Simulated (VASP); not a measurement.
# AlN in VASP: relaxation of the atoms with PBEsol

Aim: the relaxation of the atoms of AlN with PBEsol.

All numbers are computed with VASP 6.6.1; they aren't measurements. Logs are shortened: lines on timing, memory, paths and dates and some standing lists are left out, and cuts for length are marked.

### 1 The cell of the first run

The cell holds a slab with vacuum, 12 atoms: a = 3.114 Å, b = 3.114 Å, c = 28.047 Å, α = 90.00°, β = 90.00°, γ = 120.00°.

### 2 Relaxation of the atoms, PBEsol

File INCAR:

```
ALGO = Normal
DIPOL = 0.5 0.5 0.500
EDIFF = 1E-6
EDIFFG = -0.02
ENCUT = 520
GGA = PS
IBRION = 2
IDIPOL = 3
ISIF = 2
ISMEAR = 0
LASPH = True
LCHARG = False
LDIPOL = True
LREAL = False
LWAVE = False
NELM = 100
NSW = 80
PREC = Accurate
SIGMA = 0.05
```

File KPOINTS:

```
k-points
0
Gamma
  9 9 1
```

File POSCAR:

```
AlN
1.0
    3.1136926466      0.0000000000      0.0000000000
   -1.5568463233      2.6965369316      0.0000000000
    0.0000000000      0.0000000000     28.0466650089
N Al
6 6
Direct
    0.3333333333      0.6666666667      0.2674114729
    0.6666666667      0.3333333333      0.3562529901
    0.3333333333      0.6666666667      0.4450945074
    0.6666666667      0.3333333333      0.5339360246
    0.3333333333      0.6666666667      0.6227775418
    0.6666666667      0.3333333333      0.7116190591
    0.6666666667      0.3333333333      0.2883809409
    0.3333333333      0.6666666667      0.3772224582
    0.6666666667      0.3333333333      0.4660639754
    0.3333333333      0.6666666667      0.5549054926
    0.6666666667      0.3333333333      0.6437470099
    0.3333333333      0.6666666667      0.7325885271
```

Potentials or basis: VASP PAW PBE potentials, release 64 (N, Al).

Launch:

```sh
> cat potpaw_PBE.64/N/POTCAR potpaw_PBE.64/Al/POTCAR > POTCAR
> mpirun -np 1 vasp_std > vasp.out
```

OUTCAR:

```text
EDIFF = 1E-6
   EDIFFG = -0.02
   ENCUT = 520
   GGA = PS
   IBRION = 2
   ISIF = 2
   ISMEAR = 0
   LASPH = True
   LREAL = False
   NELM = 100
   NSW = 80
   PREC = Accurate

 ion  position               nearest neighbor table
   1  0.333  0.667  0.267-   7 1.89   7 1.89   7 1.89
   2  0.667  0.333  0.356-   8 1.89   8 1.89   8 1.89   7 1.90
   3  0.333  0.667  0.445-   9 1.89   9 1.89   9 1.89   8 1.90
   4  0.667  0.333  0.534-  10 1.89  10 1.89  10 1.89   9 1.90
   5  0.333  0.667  0.623-  11 1.89  11 1.89  11 1.89  10 1.90
   6  0.667  0.333  0.712-  12 1.89  12 1.89  12 1.89  11 1.90
   7  0.667  0.333  0.288-   1 1.89   1 1.89   1 1.89   2 1.90   8 3.07   8 3.07   8 3.07
   8  0.333  0.667  0.377-   2 1.89   2 1.89   2 1.89   3 1.90   9 3.07   9 3.07   9 3.07   7 3.07
                             7 3.07   7 3.07
   9  0.667  0.333  0.466-   3 1.89   3 1.89   3 1.89   4 1.90   8 3.07  10 3.07   8 3.07  10 3.07
                             8 3.07  10 3.07
  10  0.333  0.667  0.555-   4 1.89   4 1.89   4 1.89   5 1.90   9 3.07   9 3.07   9 3.07  11 3.07
                            11 3.07  11 3.07
  11  0.667  0.333  0.644-   5 1.89   5 1.89   5 1.89   6 1.90  12 3.07  12 3.07  12 3.07  10 3.07
                            10 3.07  10 3.07
  12  0.333  0.667  0.733-   6 1.89   6 1.89   6 1.89  11 3.07  11 3.07  11 3.07

  LATTYP: Found a hexagonal cell.
 ALAT       =     3.1136926466
 C/A-ratio  =     9.0075252095

  Lattice vectors:

 A1 = (   3.1136926466,   0.0000000000,   0.0000000000)
 A2 = (  -1.5568463233,   2.6965369316,   0.0000000000)
 A3 = (   0.0000000000,   0.0000000000,  28.0466650089)

Analysis of symmetry for initial positions (statically):
=====================================================================
 Subroutine PRICEL returns:
 Original cell was already a primitive cell.

 Routine SETGRP: Setting up the symmetry group for a
 hexagonal supercell.

 Subroutine GETGRP returns: Found  6 space group operations
 (whereof  6 operations were pure point group operations)
 out of a pool of 24 trial point group operations.

The static configuration has the point symmetry C_3v.

Analysis of symmetry for dynamics (positions and initial velocities):
=====================================================================
 Subroutine PRICEL returns:
 Original cell was already a primitive cell.

 Routine SETGRP: Setting up the symmetry group for a
 hexagonal supercell.

 Subroutine GETGRP returns: Found  6 space group operations
 (whereof  6 operations were pure point group operations)
 out of a pool of 24 trial point group operations.

The dynamic configuration has the point symmetry C_3v.

 Subroutine INISYM returns: Found  6 space group operations
 (whereof  6 operations are pure point group operations),
 and found     1 'primitive' translations

----------------------------------------------------------------------------------------

                                     Primitive cell

  volume of cell :     235.4851

  direct lattice vectors                    reciprocal lattice vectors
     3.113692647  0.000000000  0.000000000     0.321162078  0.185423012  0.000000000
    -1.556846323  2.696536932  0.000000000     0.000000000  0.370846024  0.000000000
     0.000000000  0.000000000 28.046665009     0.000000000  0.000000000  0.035654863

  length of vectors
     3.113692647  3.113692647 28.046665009     0.370846024  0.370846024  0.035654863

  position of ions in fractional coordinates (direct lattice)
     0.333333333  0.666666667  0.267411473
     0.666666667  0.333333333  0.356252990
     0.333333333  0.666666667  0.445094507
     0.666666667  0.333333333  0.533936025
     0.333333333  0.666666667  0.622777542
     0.666666667  0.333333333  0.711619059
     0.666666667  0.333333333  0.288380941
     0.333333333  0.666666667  0.377222458
     0.666666667  0.333333333  0.466063975
     0.333333333  0.666666667  0.554905493
     0.666666667  0.333333333  0.643747010
     0.333333333  0.666666667  0.732588527

  ion indices of the primitive-cell ions
   primitive index   ion index
                 1           1
[... 42 lines left out ...]
  0.222222  0.000000  0.000000      6.000000
  0.333333  0.000000  0.000000      6.000000
  0.444444  0.000000  0.000000      6.000000
  0.111111  0.111111  0.000000      6.000000
  0.222222  0.111111  0.000000     12.000000
  0.333333  0.111111  0.000000     12.000000
  0.444444  0.111111  0.000000      6.000000
  0.222222  0.222222  0.000000      6.000000
  0.333333  0.222222  0.000000     12.000000
  0.333333  0.333333  0.000000      2.000000
   k-points           NKPTS =     12   k-points in BZ     NKDIM =     12   number of bands    NBANDS=     31
   number of dos      NEDOS =    301   number of ions     NIONS =     12
   total plane-waves  NPLWV = 120960
   dimension x,y,z NGX =    24 NGY =   24 NGZ =  210
   dimension x,y,z NGXF=    48 NGYF=   48 NGZF=  420
   ions per type =               6   6
   NGX,Y,Z   is equivalent  to a cutoff of  12.81, 12.81, 12.45 a.u.
   NGXF,Y,Z  is equivalent  to a cutoff of  25.63, 25.63, 24.90 a.u.
 SYSTEM =  unknown system
   PREC   = accura    normal or accurate (medium, high low for compatibility)
   ISTART =      0    job   : 0-new  1-cont  2-samecut
   ICHARG =      2    charge: 1-file 2-atom 10-const
   ISPIN  =      1    spin polarized calculation?
   LNONCOLLINEAR =      F non collinear calculations
   LSORBIT =      F    spin-orbit coupling
   LASPH  =      T    aspherical Exc in radial PAW
   ENCUT  =  520.0 eV  38.22 Ry    6.18 a.u.   5.79  5.79 52.15*2*pi/ulx,y,z
   NELM   =    100;   NELMIN=  2; NELMDL= -5     # of ELM steps
   EDIFF  = 0.1E-05   stopping-criterion for ELM
   LREAL  =      F    real-space projection
   EDIFFG = -.2E-01   stopping-criterion for IOM
   NSW    =     80    number of steps for IOM
   IBRION =      2    ionic relax: 0-MD 1-quasi-New 2-CG
   NFREE  =      1    steps in history (QN), initial steepest desc. (CG)
   ISIF   =      2    stress and relaxation
   ISYM   =      2    0-nonsym 1-usesym 2-fastsym
   POTIM  = 0.5000    time-step for ionic-motion
   TEBEG  =    0.0;   TEEND  =   0.0 temperature during run
   PSTRESS=    0.0 pullay stress
   NELECT =      48.0000    total number of electrons
   NUPDOWN=      -1.0000    fix difference up-down
   EMIN   =  10.00;   EMAX   =-10.00  energy-range for DOS
   EFERMI =   0.00;   METHOD = LEGACY
   ISMEAR =     0;   SIGMA  =   0.05  broadening in eV -4-tet -1-fermi 0-gaus
   EFERMI_NEDOS =   21; number of points for ismear=-14 and -15
   IALGO  =     38    algorithm
   IMIX   =      4    mixing-type and parameters
     AMIX     =   0.40;   BMIX     =  1.00
     AMIX_MAG =   1.60;   BMIX_MAG =  1.00
  volume/ion in A,a.u.               =      19.62       132.43
  Fermi-wavevector in a.u.,A,eV,Ry     =   0.963461  1.820677 12.629704  0.928257
  Thomas-Fermi vector in A             =   2.093008
   LORBIT       =      0    0 simple, 1 ext, 2 COOP (PROOUT), +10 PAW based schemes
   GGA     = PS    functional components
   LHFCALC =     F    Hartree Fock is set to
   AEXX    =    0.0000 exact exchange contribution
   IVDW    =     0    specifies the selected vdW correction
   LEPSILON=     F    determine dielectric tensor
   LRPA    =     F    only Hartree local field effects (RPA)
 conjugate gradient relaxation of ions
 non-spin polarized calculation
 Gauss-broadening in eV      SIGMA  =   0.05
  energy-cutoff  :      520.00
  volume of cell :      235.49
 maximum number of plane-waves:      6370
 NGX is ok and might be reduce to    24
   NGX = 11   NGY = 11   NGZ =105

 dipolmoment           0.000000      0.000000      0.125232 electrons x Angstroem

--------------------------------------- Ionic step        1  -------------------------------------------

 number of electron      47.9999993 magnetization

 Free energy of the ion-electron system (eV)
  ---------------------------------------------------
  ext. energy  EPLUGINS =         0.00000000
  ---------------------------------------------------
  free energy    TOTEN  =       -89.76939174 eV

  energy without entropy =      -89.75675277  energy(sigma->0) =      -89.76307225

------------------------ aborting loop because EDIFF is reached ----------------------------------------

  FORCE on cell =-STRESS in cart. coord.  units (eV):
  Direction    XX          YY          ZZ          XY          YZ          ZX
  --------------------------------------------------------------------------------------
  -------------------------------------------------------------------------------------
  Total       -1.1828960     -1.1828960      0.2940232     -0.0000000      0.0000000      0.0000000
  in kB       -8.0481084     -8.0481084      2.0004553     -0.0000000      0.0000000      0.0000000
  external PRESSURE =      -4.6985871 kB  Pullay stress =       0.0000000 kB
[... 119 lines left out ...]
  FREE ENERGIE OF THE ION-ELECTRON SYSTEM (eV)
  ---------------------------------------------------
  free  energy   TOTEN  =       -90.1023097646 eV

  energy  without entropy=      -90.0849890349  energy(sigma->0) =      -90.09364940

[... ionic steps 4 to 22 ...]

--------------------------------------- Ionic step       23  -------------------------------------------

 number of electron      47.9999992 magnetization

------------------------ aborting loop because EDIFF is reached ----------------------------------------
[... 87 lines left out ...]
--------------------------------------- Ionic step       25  -------------------------------------------

 number of electron      47.9999992 magnetization

 dipolmoment           0.000000      0.000000     -0.111321 electrons x Angstroem

 Free energy of the ion-electron system (eV)
  ---------------------------------------------------
  ext. energy  EPLUGINS =         0.00000000
  ---------------------------------------------------
  free energy    TOTEN  =       -90.19730664 eV

  energy without entropy =      -90.18063539  energy(sigma->0) =      -90.18897102

 E-fermi :   1.7122     XC(G=0):  -6.4890

 val. band max:        1.6980614467   @ k =   0.3333   0.2222   0.0000
 cond. band min:       1.7123738714   @ k =   0.2222   0.1111   0.0000
 fundamental gap:      0.0143124247
 Fermi energy:         1.7122055407

 k-point     1 :       0.0000    0.0000    0.0000
  band No.  band energies     occupation
      1     -16.2412      2.00000
      2     -15.2696      2.00000
      3     -14.4618      2.00000
      4     -13.7743      2.00000
      5     -12.9285      2.00000
      6     -11.5503      2.00000
[... 397 lines left out ...]
     30       7.5451      0.00000
     31       7.5575      0.00000

------------------------ aborting loop because EDIFF is reached ----------------------------------------

 vacuum level on the upper side and lower side of the slab       (xc-potential included)        -1.296         1.079

  FORCE on cell =-STRESS in cart. coord.  units (eV):
  Direction    XX          YY          ZZ          XY          YZ          ZX
  --------------------------------------------------------------------------------------
  -------------------------------------------------------------------------------------
  Total        5.6202087      5.6202087     -0.0535992      0.0000000     -0.0000000      0.0000000
  in kB       38.2383974     38.2383974     -0.3646745      0.0000000     -0.0000000      0.0000000
  external PRESSURE =      25.3707068 kB  Pullay stress =       0.0000000 kB
[... 27 lines left out ...]
  FREE ENERGIE OF THE ION-ELECTRON SYSTEM (eV)
  ---------------------------------------------------
  free  energy   TOTEN  =       -90.1973066413 eV

  energy  without entropy=      -90.1806353926  energy(sigma->0) =      -90.18897102

 reached required accuracy - stopping structural energy minimisation

 vacuum level on the upper side and lower side of the slab         5.564         7.994
```

Run time: 37 min. Hardware: 1 thread of AMD EPYC 9755, shared host; peak memory 0.37 GiB.

What came out:

```yaml
Free_energy: -90.1973 eV
Energy_gained_by_relaxing: 35.7 meV/atom
Ionic_steps: 25
Largest_force_after_relaxing: 0.015 eV/Å
Band_gap_on_the_k_mesh: zero (bands 24 and 25 overlap by 0.31 eV)
```

Forces on the atoms (eV/Å):
```
N    0.000  0.000  0.007
N    0.000  0.000 -0.006
N    0.000  0.000  0.004
N    0.000  0.000  0.002
N    0.000  0.000  0.012
N    0.000  0.000  0.000
Al   0.000  0.000 -0.011
Al   0.000  0.000  0.009
Al   0.000  0.000 -0.015
Al   0.000  0.000  0.002
Al   0.000  0.000  0.010
Al   0.000  0.000 -0.013
```

The path:
```
step  energy change (eV)  largest force (eV/Å)  pressure (GPa)
   1              0.0000                2.0257           -0.47
   2             -0.3210                0.7371           -0.13
   3             -0.3329                0.5427            0.00
   4             -0.3332                0.5580            0.02
   5             -0.3606                0.3305            0.32
   6             -0.3612                0.3454            0.37
   7             -0.3747                0.2130            0.54
   8             -0.3789                0.2509            0.70
   9             -0.3889                0.1815            0.86
  10             -0.3904                0.2785            0.97
  11             -0.3997                0.1526            1.14
  12             -0.4014                0.2357            1.25
  13             -0.4083                0.2257            1.40
  14             -0.4118                0.4033            1.61
  15             -0.4159                0.2873            1.70
  16             -0.4202                0.0865            1.91
  17             -0.4212                0.0855            1.95
  18             -0.4234                0.0847            2.06
  19             -0.4247                0.1258            2.30
  20             -0.4255                0.1078            2.33
  21             -0.4267                0.0846            2.47
  22             -0.4267                0.0957            2.49
  23             -0.4273                0.0637            2.50
  24             -0.4277                0.0666            2.53
  25             -0.4279                0.0153            2.54
```

Final structure:
```
N Al
1.0
     3.11369    0.00000    0.00000
    -1.55685    2.69654    0.00000
     0.00000    0.00000   28.04667
N Al
6 6
Cartesian
  0.0000 1.7977 7.8746
  1.5568 0.8988 10.1650
  0.0000 1.7977 12.5539
  1.5568 0.8988 14.9853
  0.0000 1.7977 17.4191
  1.5568 0.8988 19.8760
  1.5568 0.8988 8.1562
  0.0000 1.7977 10.5690
  1.5568 0.8988 13.0080
  0.0000 1.7977 15.4415
  1.5568 0.8988 17.8782
  0.0000 1.7977 20.3533
```

Caveat: the PAW data sets were made with another functional, which shifts forces and pressure a little.
